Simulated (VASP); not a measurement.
# CoMo (P-6m2) in VASP: notebook, part 2 of 2

VASP 6.6.1. Earlier steps stand in the parts before.

### Step 5. Single point, LDA (volume scaled by 1.18)

INCAR

```
SYSTEM = CoMo
PREC = Accurate
ENCUT = 520
EDIFF = 1E-7
ISMEAR = -1
SIGMA = 0.05
LREAL = .FALSE.
LASPH = .TRUE.
NELM = 60
ALGO = Normal
ISIF = 2
LWAVE = .FALSE.
LCHARG = .TRUE.
LELF = .TRUE.
LVHAR = .TRUE.
NBANDS = 18
```

KPOINTS

```
regular mesh
0
G
  14 14 8
  0 0 0
```

POSCAR

```
CoMo
1.0
    2.8477890811      0.0000000000      0.0000000000
   -1.4238945405      2.4662576888      0.0000000000
    0.0000000000      0.0000000000      4.4209203655
Co Mo
1 1
Direct
    0.6666666667      0.3333333333      0.5000000000
    0.3333333333      0.6666666667      0.0000000000
```

Potentials or basis: VASP PAW LDA potentials, release 64 (Co, Mo_sv).

Started as:

```sh
$ cat potpaw_LDA.64/Co/POTCAR potpaw_LDA.64/Mo_sv/POTCAR > POTCAR
$ mpirun -np 1 vasp_std > vasp.out
```

OUTCAR:

```text
SYSTEM = CoMo
   PREC = Accurate
   ENCUT = 520
   EDIFF = 1E-7
   ISMEAR = -1
   LREAL = .FALSE.
   LASPH = .TRUE.
   NELM = 60
   ISIF = 2

 ion  position               nearest neighbor table
   1  0.667  0.333  0.500-   2 2.75   2 2.75   2 2.75   2 2.75   2 2.75   2 2.75
   2  0.333  0.667  0.000-   1 2.75   1 2.75   1 2.75   1 2.75   1 2.75   1 2.75

  LATTYP: Found a hexagonal cell.
 ALAT       =     2.8477890811
 C/A-ratio  =     1.5524044231

  Lattice vectors:

 A1 = (   2.8477890811,   0.0000000000,   0.0000000000)
 A2 = (  -1.4238945405,   2.4662576888,   0.0000000000)
 A3 = (   0.0000000000,   0.0000000000,   4.4209203655)

Analysis of symmetry for initial positions (statically):
=====================================================================
 Subroutine PRICEL returns:
 Original cell was already a primitive cell.

 Routine SETGRP: Setting up the symmetry group for a
 hexagonal supercell.

 Subroutine GETGRP returns: Found 12 space group operations
 (whereof 12 operations were pure point group operations)
 out of a pool of 24 trial point group operations.

[... 153 lines left out ...]

 Free energy of the ion-electron system (eV)
  ---------------------------------------------------
  ext. energy  EPLUGINS =         0.00000000
  ---------------------------------------------------
  free energy    TOTEN  =       -19.09128105 eV

  energy without entropy =      -19.06473391  energy(sigma->0) =      -19.07800748

 E-fermi :   8.8379     XC(G=0): -12.7499

 val. band max:        8.8308344397   @ k =   0.3571   0.0000   0.2500
 cond. band min:       8.8397152718   @ k =   0.1429   0.1429   0.1250
 fundamental gap:      0.0088808321
 Fermi energy:         8.8379000978

 k-point     1 :       0.0000    0.0000    0.0000
  band No.  band energies     occupation
      1     -51.7383      2.00000
      2     -26.0228      2.00000
      3     -25.4274      2.00000
      4     -25.4274      2.00000
      5       1.9447      2.00000
      6       4.8840      2.00000
[... 481 lines left out ...]
      5       5.8289      2.00000
      6       6.1840      2.00000
[... 10 lines left out ...]
     17      15.2639      0.00000
     18      21.0697      0.00000

 [... further k-points ...]
[... 5 lines left out ...]
  --------------------------------------------------------------------------------------
  -------------------------------------------------------------------------------------
  Total       -7.2783246     -7.2783246     -7.4116324     -0.0000000     -0.0000000     -0.0000000
  in kB     -375.5632075   -375.5632075   -382.4419193     -0.0000000     -0.0000000     -0.0000000
  external PRESSURE =    -377.8561114 kB  Pullay stress =       0.0000000 kB

 VOLUME and BASIS-vectors are now :
 -----------------------------------------------------------------------------
  energy-cutoff  :      520.00
  volume of cell :       31.05
      direct lattice vectors                 reciprocal lattice vectors
     2.847789081  0.000000000  0.000000000     0.351149601  0.202736317  0.000000000
    -1.423894541  2.466257689  0.000000000     0.000000000  0.405472634  0.000000000
     0.000000000  0.000000000  4.420920365     0.000000000  0.000000000  0.226197243

 POSITION                                       TOTAL-FORCE (eV/Angst)
 -----------------------------------------------------------------------------------
      1.42389      0.82209      2.21046         0.000000      0.000000      0.000000
     -0.00000      1.64417      0.00000        -0.000000      0.000000      0.000000
 -----------------------------------------------------------------------------------
    total drift:                                0.000000     -0.000000     -0.000000

  FREE ENERGIE OF THE ION-ELECTRON SYSTEM (eV)
  ---------------------------------------------------
  free  energy   TOTEN  =       -19.0912810486 eV

  energy  without entropy=      -19.0647339088  energy(sigma->0) =      -19.07800748
```

stdout:

```text
POSCAR found type information on POSCAR CoMo
 POSCAR found :  2 types and       2 ions
 scaLAPACK will be used
 LDA part: xc-table for (Slater(with rela. corr.)+CA(PZ))
 , standard interpolation
 POSCAR, INCAR and KPOINTS ok, starting setup
 FFT: planning ... GRIDC
 FFT: planning ... GRID_SOFT
 FFT: planning ... GRID
 WAVECAR not read
 entering main loop
```

Wall time 55 s (1 thread of Intel Xeon 6975P-C, shared host); peak memory 0.2 GiB.

What came out:

| Quantity | Value |
| --- | --- |
| Free energy | -19.0913 eV |
| Pressure | -37.8 GPa |

Stress tensor (GPa, compression positive):
```
-37.56   0.00   0.00
  0.00 -37.56   0.00
  0.00   0.00 -38.24
```

Levels at points of the mesh, in eV from the Fermi level:
```tsv
k point	band 9	band 10	band 11	band 12	band 13	band 14	band 15	band 16
(0.00, 0.00, 0.00)	-0.96	-0.73	-0.73	-0.31	-0.31	1.25	2.30	2.30
(0.50, 0.00, 0.00)	-1.21	-0.90	-0.54	0.08	2.14	2.18	3.94	6.08
(0.00, 0.00, 0.50)	-1.19	-1.18	-1.17	-1.17	0.38	0.38	2.25	2.25
(0.50, 0.00, 0.50)	-0.78	-0.12	0.05	1.01	1.52	1.92	3.29	3.95
```

 Spin polarisation is off, so any magnetic state and its effect on volume and gap are missing.

### Step 6. Single point, LDA, collinear spin, ferromagnetic start (volume scaled by 0.72)

INCAR

```
SYSTEM = CoMo
  PREC = Accurate
  ENCUT = 520
  EDIFF = 1E-7
  ISMEAR = -1
  SIGMA = 0.05
  LREAL = .FALSE.
  LASPH = .TRUE.
  NELM = 150
  ALGO = Normal
  ISIF = 2
  LWAVE = .FALSE.
  LCHARG = .FALSE.
  ISPIN = 2
  MAGMOM = 2 0
  LORBIT = 11
  LMAXMIX = 4
  NBANDS = 22
```

KPOINTS

```
Automatic mesh
0
G
  14 14 8
  0 0 0
```

POSCAR

```
CoMo
1.0
    2.4154125412      0.0000000000      0.0000000000
   -1.2077062706      2.0918086213      0.0000000000
    0.0000000000      0.0000000000      3.7496971126
Co Mo
1 1
Direct
    0.6666666667      0.3333333333      0.5000000000
    0.3333333333      0.6666666667      0.0000000000
```

Potentials or basis: VASP PAW LDA potentials, release 64 (Co, Mo_sv).

Started as:

```sh
$ cat potpaw_LDA.64/Co/POTCAR potpaw_LDA.64/Mo_sv/POTCAR > POTCAR
$ mpirun -np 1 vasp_std > vasp.out
```

It took 70 s on 1 thread of Intel Xeon 6975P-C, shared host; peak memory 0.19 GiB.

It converged, with:

```yaml
Free_energy: -17.8956 eV
Pressure: 139.1 GPa
Net_moment: 0.00 μB per cell
Valence_electrons_inside_the_program's_atomic_spheres: Co 9.12; Mo 13.69
```

Stress tensor (GPa, compression positive):
```
137.05   0.00   0.00
  0.00 137.05   0.00
  0.00   0.00 143.12
```

Levels at points of the mesh, in eV from the Fermi level:
Spin up:
```csv
k point,band 8,band 9,band 10,band 11,band 12,band 13,band 14,band 15
"(0.00, 0.00, 0.00)",-2.42,-2.11,-1.63,-1.63,-1.14,-1.14,2.75,4.15
"(0.50, 0.00, 0.00)",-3.08,-1.95,-1.73,-1.25,0.18,3.99,4.79,7.45
"(0.00, 0.00, 0.50)",-2.72,-2.59,-2.59,-2.47,-2.35,0.46,0.46,4.14
"(0.50, 0.00, 0.50)",-4.23,-1.67,-0.35,0.09,1.39,2.97,3.20,6.83
```
Spin down:
```csv
k point,band 9,band 10,band 11,band 12,band 13,band 14
"(0.00, 0.00, 0.00)",-2.11,-1.63,-1.63,-1.14,-1.14,2.75
"(0.50, 0.00, 0.00)",-1.95,-1.73,-1.25,0.18,3.99,4.79
"(0.00, 0.00, 0.50)",-2.59,-2.59,-2.47,-2.35,0.46,0.46
"(0.50, 0.00, 0.50)",-1.67,-0.35,0.09,1.39,2.97,3.20
```

Caveat: the starting moments collapsed, and a magnetic state may lie lower.

### Step 7. Overview

```csv
cell,gap on the mesh (eV),pressure (GPa)
"a = 2.695, b = 2.695, c = 4.184 Å, angles 90.0, 90.0, 120.0°, 2 atoms",none,-12.8
"a = 2.739, b = 2.739, c = 4.252 Å, angles 90.0, 90.0, 120.0°, 2 atoms",none,-22.5
"a = 2.782, b = 2.782, c = 4.319 Å, angles 90.0, 90.0, 120.0°, 2 atoms",none,-29.6
"a = 2.848, b = 2.848, c = 4.421 Å, angles 90.0, 90.0, 120.0°, 2 atoms",none,-37.8
```

Alike in all rows: task single point; level LDA; potentials or basis VASP PAW LDA potentials, release 64 (Co, Mo_sv); no spin polarisation; k mesh 14 × 14 × 8; cutoff (eV) 520; smearing fermi-dirac 0.05 eV.

Absolute energies hang on the potentials; compare differences alone.
